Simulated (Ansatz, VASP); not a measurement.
# BAs in VASP and in Ansatz

```xyz
2
Lattice="0.0000 2.3089 2.3089 2.3089 0.0000 2.3089 2.3089 2.3089 0.0000" Properties=species:S:1:pos:R:3 pbc="T T T"
B     2.3089    2.3089    2.3089
As    0.0000    0.0000    0.0000
```

Change from the starting cell: species swapped into the ScS type (Fm-3m, No. 225).

Alike in both runs: functional PBE; k mesh 6 × 6 × 6; occupations gaussian, width 0.1 eV; no spin polarisation.

Ansatz relaxed the structure, and its values are those at the end. VASP's run is a single point on that final structure, the one shown.

```csv
,VASP,Ansatz
version,VASP 6.6.1,Ansatz 0.2.0
potentials or method,"VASP PAW PBE potentials, release 64 (B, As), cutoff 520 eV","scalar-relativistic, plane waves, PAW"
valence electrons in the cell,8,18
```

```tsv
	VASP	Ansatz	Ansatz less VASP
gap on the k mesh at the Fermi level (eV)	none	none	-
pressure (GPa)	0.1	-0.2	-0.35
```

A gap of «none» marks a metal or a gap that the smearing closes. VASP's potentials hold 8 valence electrons a cell and Ansatz's 18, so a difference there can come from the potentials and not from the codes.

The k mesh is coarse, so the values compare programs but aren't converged.
